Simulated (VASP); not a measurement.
# CdS (zincblende type) (F-43m) in VASP: notebook

Runs on CdS (zincblende type). Level: PBEsol. Tasks: single point.

Program: VASP 6.6.1. These are calculated values, not measurements. Logs are shortened: lines on timing, memory, paths and dates and some standing lists are left out, and cuts for length are marked.

## Step 1: The cell of the first run

Symmetry: F-43m, No. 216, cubic system. Conventional cell: a = 4.463 Å, b = 4.463 Å, c = 4.463 Å, α = 90.00°, β = 90.00°, γ = 90.00°. Within 2.6 Å of Cd (site symmetry -43m) lie 4 S at 1.93 Å. Within 2.6 Å of S (site symmetry -43m) lie 4 Cd at 1.93 Å.

## Step 2: Single point, PBEsol (volume scaled by 0.45)

INCAR

```
SYSTEM = CdS
  ALGO = Normal
  EDIFF = 1E-6
  ENCUT = 520
  GGA = PS
  ISIF = 2
  ISMEAR = -1
  LASPH = .True.
  LCHARG = .False.
  LREAL = .False.
  LWAVE = .False.
  NBANDS = 16
  NELM = 100
  PREC = Accurate
  SIGMA = 0.08
```

KPOINTS

```
k-points
0
Gamma
  11 11 11
  0 0 0
```

POSCAR

```
CdS
1.0
    0.0000000000      2.2316442012      2.2316442012
    2.2316442012      0.0000000000      2.2316442012
    2.2316442012      2.2316442012      0.0000000000
Cd S
1 1
Direct
    0.0000000000      0.0000000000      0.0000000000
    0.2500000000      0.2500000000      0.2500000000
```

Potentials or basis: VASP PAW PBE potentials, release 64 (Cd, S).

The run is started by

```sh
$ cat potpaw_PBE.64/Cd/POTCAR potpaw_PBE.64/S/POTCAR > POTCAR
$ mpirun -np 1 vasp_std > vasp.out
```

OUTCAR:

```text
SYSTEM = CdS
   EDIFF = 1E-6
   ENCUT = 520
   GGA = PS
   ISIF = 2
   ISMEAR = -1
   LASPH = .True.
   LREAL = .False.
   NELM = 100
   PREC = Accurate

 ion  position               nearest neighbor table
   1  0.000  0.000  0.000-   2 1.93   2 1.93   2 1.93   2 1.93
   2  0.250  0.250  0.250-   1 1.93   1 1.93   1 1.93   1 1.93

  LATTYP: Found a face centered cubic cell.
 ALAT       =     4.4632884024

  Lattice vectors:

 A1 = (   0.0000000000,   2.2316442012,   2.2316442012)
 A2 = (   2.2316442012,   0.0000000000,   2.2316442012)
 A3 = (   2.2316442012,   2.2316442012,   0.0000000000)

Analysis of symmetry for initial positions (statically):
=====================================================================
 Subroutine PRICEL returns:
 Original cell was already a primitive cell.

 Routine SETGRP: Setting up the symmetry group for a
 face centered cubic supercell.

 Subroutine GETGRP returns: Found 24 space group operations
 (whereof 24 operations were pure point group operations)
 out of a pool of 48 trial point group operations.

The static configuration has the point symmetry T_d .

Analysis of symmetry for dynamics (positions and initial velocities):
=====================================================================
 Subroutine PRICEL returns:
 Original cell was already a primitive cell.

 Routine SETGRP: Setting up the symmetry group for a
 face centered cubic supercell.

 Subroutine GETGRP returns: Found 24 space group operations
 (whereof 24 operations were pure point group operations)
 out of a pool of 48 trial point group operations.

The dynamic configuration has the point symmetry T_d .

 Subroutine INISYM returns: Found 24 space group operations
 (whereof 24 operations are pure point group operations),
 and found     1 'primitive' translations

----------------------------------------------------------------------------------------

                                     Primitive cell

  volume of cell :      22.2282

  direct lattice vectors                    reciprocal lattice vectors
     0.000000000  2.231644201  2.231644201    -0.224050052  0.224050052  0.224050052
     2.231644201  0.000000000  2.231644201     0.224050052 -0.224050052  0.224050052
     2.231644201  2.231644201  0.000000000     0.224050052  0.224050052 -0.224050052

  length of vectors
     3.156021496  3.156021496  3.156021496     0.388066074  0.388066074  0.388066074

  position of ions in fractional coordinates (direct lattice)
     0.000000000  0.000000000  0.000000000
     0.250000000  0.250000000  0.250000000

  ion indices of the primitive-cell ions
   primitive index   ion index
                 1           1
                 2           2

----------------------------------------------------------------------------------------

 KPOINTS: k-points

Automatic generation of k-mesh.
 Grid dimensions read from file:
 generate k-points for:   11   11   11

 Generating k-lattice:

  Cartesian coordinates                     Fractional coordinates (reciprocal lattice)
    -0.020368187  0.020368187  0.020368187     0.090909091  0.000000000  0.000000000
     0.020368187 -0.020368187  0.020368187     0.000000000  0.090909091  0.000000000
     0.020368187  0.020368187 -0.020368187     0.000000000  0.000000000  0.090909091

  Length of vectors
     0.035278734  0.035278734  0.035278734

  Shift w.r.t. Gamma in fractional coordinates (k-lattice)
     0.000000000  0.000000000  0.000000000

 Subroutine IBZKPT returns following result:
 ===========================================

 Found     56 irreducible k-points:

 Following reciprocal coordinates:
            Coordinates               Weight
  0.000000  0.000000  0.000000      1.000000
  0.090909  0.000000  0.000000      8.000000
  0.181818  0.000000  0.000000      8.000000
  0.272727  0.000000  0.000000      8.000000
  0.363636  0.000000  0.000000      8.000000
  0.454545  0.000000  0.000000      8.000000
[... 16 lines left out ...]
 -0.272727  0.181818  0.000000     24.000000
 -0.181818  0.181818  0.000000     12.000000
 [... further k-points ...]
   k-points           NKPTS =     56   k-points in BZ     NKDIM =     56   number of bands    NBANDS=     16
   number of dos      NEDOS =    301   number of ions     NIONS =      2
   total plane-waves  NPLWV =  13824
   dimension x,y,z NGX =    24 NGY =   24 NGZ =   24
   dimension x,y,z NGXF=    48 NGYF=   48 NGZF=   48
   ions per type =               1   1
   NGX,Y,Z   is equivalent  to a cutoff of  12.64, 12.64, 12.64 a.u.
   NGXF,Y,Z  is equivalent  to a cutoff of  25.28, 25.28, 25.28 a.u.
 SYSTEM =  CdS
   PREC   = accura    normal or accurate (medium, high low for compatibility)
   ISTART =      0    job   : 0-new  1-cont  2-samecut
   ICHARG =      2    charge: 1-file 2-atom 10-const
   ISPIN  =      1    spin polarized calculation?
   LNONCOLLINEAR =      F non collinear calculations
   LSORBIT =      F    spin-orbit coupling
   LASPH  =      T    aspherical Exc in radial PAW
   ENCUT  =  520.0 eV  38.22 Ry    6.18 a.u.   5.87  5.87  5.87*2*pi/ulx,y,z
   NELM   =    100;   NELMIN=  2; NELMDL= -5     # of ELM steps
   EDIFF  = 0.1E-05   stopping-criterion for ELM
   LREAL  =      F    real-space projection
   EDIFFG = 0.1E-04   stopping-criterion for IOM
   NSW    =      0    number of steps for IOM
   IBRION =     -1    ionic relax: 0-MD 1-quasi-New 2-CG
   NFREE  =      0    steps in history (QN), initial steepest desc. (CG)
   ISIF   =      2    stress and relaxation
   ISYM   =      2    0-nonsym 1-usesym 2-fastsym
   POTIM  = 0.5000    time-step for ionic-motion
   TEBEG  =    0.0;   TEEND  =   0.0 temperature during run
   PSTRESS=    0.0 pullay stress
   NELECT =      18.0000    total number of electrons
   NUPDOWN=      -1.0000    fix difference up-down
   EMIN   =  10.00;   EMAX   =-10.00  energy-range for DOS
   EFERMI =   0.00;   METHOD = LEGACY
   ISMEAR =    -1;   SIGMA  =   0.08  broadening in eV -4-tet -1-fermi 0-gaus
   EFERMI_NEDOS =   21; number of points for ismear=-14 and -15
   IALGO  =     38    algorithm
   IMIX   =      4    mixing-type and parameters
     AMIX     =   0.40;   BMIX     =  1.00
     AMIX_MAG =   1.60;   BMIX_MAG =  1.00
  volume/ion in A,a.u.               =      11.11        75.00
  Fermi-wavevector in a.u.,A,eV,Ry     =   1.525916  2.883564 31.680085  2.328421
  Thomas-Fermi vector in A             =   2.634021
   LORBIT       =      0    0 simple, 1 ext, 2 COOP (PROOUT), +10 PAW based schemes
   GGA     = PS    functional components
   LHFCALC =     F    Hartree Fock is set to
   AEXX    =    0.0000 exact exchange contribution
   IVDW    =     0    specifies the selected vdW correction
   LEPSILON=     F    determine dielectric tensor
   LRPA    =     F    only Hartree local field effects (RPA)
 non-spin polarized calculation
  energy-cutoff  :      520.00
  volume of cell :       22.23
 maximum number of plane-waves:       609
   NGX = 11   NGY = 11   NGZ = 11

 number of electron      17.9999998 magnetization

 Free energy of the ion-electron system (eV)
  ---------------------------------------------------
  ext. energy  EPLUGINS =         0.00000000
  ---------------------------------------------------
  free energy    TOTEN  =         5.91849287 eV

  energy without entropy =        5.91849865  energy(sigma->0) =        5.91849576

 E-fermi :  13.6332     XC(G=0): -13.6736

 val. band max:       13.0388319485   @ k =   0.0000   0.0000   0.0000
 cond. band min:      14.2757630802   @ k =   0.3636   0.3636   0.0000
 fundamental gap:      1.2369311317
 Fermi energy:        13.6331872630

 k-point     1 :       0.0000    0.0000    0.0000
  band No.  band energies     occupation
      1      -8.4995      2.00000
      2      -2.6789      2.00000
      3      -2.6789      2.00000
      4      -2.6789      2.00000
      5      -0.3886      2.00000
      6      -0.3886      2.00000
[... 8 lines left out ...]
     15      24.9354      0.00000
     16      26.2417      0.00000

 k-point     2 :       0.0909    0.0000    0.0000
  band No.  band energies     occupation
      1      -8.3676      2.00000
      2      -2.6711      2.00000
      3      -2.6215      2.00000
      4      -2.6215      2.00000
      5      -0.4015      2.00000
      6      -0.4015      2.00000
[... 8 lines left out ...]
     15      24.1035      0.00000
     16      25.8526      0.00000

 k-point     3 :       0.1818    0.0000    0.0000
  band No.  band energies     occupation
      1      -8.0117      2.00000
      2      -2.5877      2.00000
      3      -2.4781      2.00000
      4      -2.4781      2.00000
      5      -0.4128      2.00000
      6      -0.4128      2.00000
[... 8 lines left out ...]
     15      23.3328      0.00000
     16      25.8067      0.00000

 k-point     4 :       0.2727    0.0000    0.0000
  band No.  band energies     occupation
      1      -7.5538      2.00000
      2      -2.3238      2.00000
      3      -2.3238      2.00000
      4      -2.2649      2.00000
      5      -0.3619      2.00000
      6      -0.3619      2.00000
[... 8 lines left out ...]
     15      23.5978      0.00000
     16      26.1600      0.00000

 k-point     5 :       0.3636    0.0000    0.0000
  band No.  band energies     occupation
      1      -7.1668      2.00000
      2      -2.2280      2.00000
      3      -2.2280      2.00000
      4      -1.5139      2.00000
      5      -0.2309      2.00000
      6      -0.2309      2.00000
[... 8 lines left out ...]
     15      24.7850      0.00000
     16      26.8766      0.00000

 k-point     6 :       0.4545    0.0000    0.0000
  band No.  band energies     occupation
      1      -6.9655      2.00000
      2      -2.1946      2.00000
      3      -2.1946      2.00000
      4      -0.3678      2.00000
      5      -0.1085      2.00000
      6      -0.1085      2.00000
[... 8 lines left out ...]
     15      26.0401      0.00000
     16      27.9020      0.00000

 k-point     7 :       0.0909    0.0909    0.0000
  band No.  band energies     occupation
      1      -8.3235      2.00000
      2      -2.7189      2.00000
      3      -2.5757      2.00000
      4      -2.5757      2.00000
      5      -0.4773      2.00000
      6      -0.3369      2.00000
[... 8 lines left out ...]
     15      24.8255      0.00000
     16      26.8487      0.00000

 k-point     8 :       0.1818    0.0909    0.0000
  band No.  band energies     occupation
      1      -8.0416      2.00000
      2      -2.7070      2.00000
      3      -2.4361      2.00000
      4      -2.4334      2.00000
      5      -0.5507      2.00000
      6      -0.2924      2.00000
[... 8 lines left out ...]
     15      24.3209      0.00000
     16      26.7919      0.00000

 k-point     9 :       0.2727    0.0909    0.0000
  band No.  band energies     occupation
      1      -7.6156      2.00000
      2      -2.5408      2.00000
      3      -2.2648      2.00000
      4      -2.2327      2.00000
      5      -0.5419      2.00000
      6      -0.2303      2.00000
[... 8 lines left out ...]
     15      24.2797      0.00000
     16      26.8529      0.00000
[... 172 lines left out ...]
 k-point    19 :       0.3636    0.1818    0.0000
  band No.  band energies     occupation
      1      -7.1206      2.00000
      2      -2.5015      2.00000
      3      -1.9113      2.00000
      4      -1.8502      2.00000
      5      -0.4258      2.00000
      6      -0.0279      2.00000
[... 8 lines left out ...]
     15      25.1988      0.00000
     16      28.9653      0.00000

 k-point    20 :       0.4545    0.1818    0.0000
  band No.  band energies     occupation
      1      -6.8531      2.00000
      2      -2.2924      2.00000
      3      -1.8365      2.00000
      4      -1.4627      2.00000
      5      -0.0029      2.00000
      6       0.2664      2.00000
[... 8 lines left out ...]
     15      26.1798      0.00000
     16      29.8633      0.00000

 k-point    21 :      -0.4545    0.1818    0.0000
  band No.  band energies     occupation
      1      -6.7500      2.00000
      2      -2.2372      2.00000
      3      -1.8323      2.00000
      4      -1.0066      2.00000
      5      -0.1176      2.00000
      6       1.3805      2.00000
[... 8 lines left out ...]
     15      25.9648      0.00000
     16      29.0558      0.00000

 k-point    22 :      -0.3636    0.1818    0.0000
  band No.  band energies     occupation
      1      -6.8109      2.00000
      2      -2.2114      2.00000
      3      -1.8819      2.00000
      4      -1.0838      2.00000
      5      -0.3481      2.00000
      6       0.5853      2.00000
[... 8 lines left out ...]
     15      25.3421      0.00000
     16      29.1535      0.00000

 k-point    23 :      -0.2727    0.1818    0.0000
  band No.  band energies     occupation
      1      -7.0375      2.00000
      2      -2.2096      2.00000
      3      -2.0051      2.00000
      4      -1.7346      2.00000
      5      -0.5509      2.00000
      6       0.1557      2.00000
[... 8 lines left out ...]
     15      25.8551      0.00000
     16      29.6946      0.00000

 k-point    24 :      -0.1818    0.1818    0.0000
  band No.  band energies     occupation
      1      -7.3962      2.00000
      2      -2.3636      2.00000
      3      -2.2017      2.00000
      4      -2.1468      2.00000
      5      -0.6081      2.00000
      6      -0.0865      2.00000
[... 8 lines left out ...]
     15      25.5904      0.00000
     16      28.5419      0.00000

 [... further k-points ...]
[... 5 lines left out ...]
  --------------------------------------------------------------------------------------
  -------------------------------------------------------------------------------------
  Total       43.3028593     43.3028593     43.3028593     -0.0000000     -0.0000000     -0.0000000
  in kB     3121.2050211   3121.2050211   3121.2050211     -0.0000000     -0.0000000     -0.0000000
  external PRESSURE =    3121.2050211 kB  Pullay stress =       0.0000000 kB

 VOLUME and BASIS-vectors are now :
 -----------------------------------------------------------------------------
  energy-cutoff  :      520.00
  volume of cell :       22.23
      direct lattice vectors                 reciprocal lattice vectors
     0.000000000  2.231644201  2.231644201    -0.224050052  0.224050052  0.224050052
     2.231644201  0.000000000  2.231644201     0.224050052 -0.224050052  0.224050052
     2.231644201  2.231644201  0.000000000     0.224050052  0.224050052 -0.224050052

 POSITION                                       TOTAL-FORCE (eV/Angst)
 -----------------------------------------------------------------------------------
      0.00000      0.00000      0.00000         0.000000     -0.000000     -0.000000
      1.11582      1.11582      1.11582        -0.000000      0.000000      0.000000
 -----------------------------------------------------------------------------------
    total drift:                               -0.000001     -0.000001     -0.000001

  FREE ENERGIE OF THE ION-ELECTRON SYSTEM (eV)
  ---------------------------------------------------
  free  energy   TOTEN  =         5.9184928697 eV

  energy  without entropy=        5.9184986458  energy(sigma->0) =        5.91849576
```

It took 11 s on 1 thread of Intel Xeon 8259CL, shared host; peak memory 0.15 GiB.

Results:

- Free energy: 5.9185 eV
- Pressure: 312.1 GPa
- Band gap on the k mesh: 1.24 eV, indirect (least direct gap 1.68 eV)

Caveat: the PAW data sets were made with another functional, which shifts forces and pressure a little. A k mesh can miss the band edges.

(Continued in part 2 of 2.)
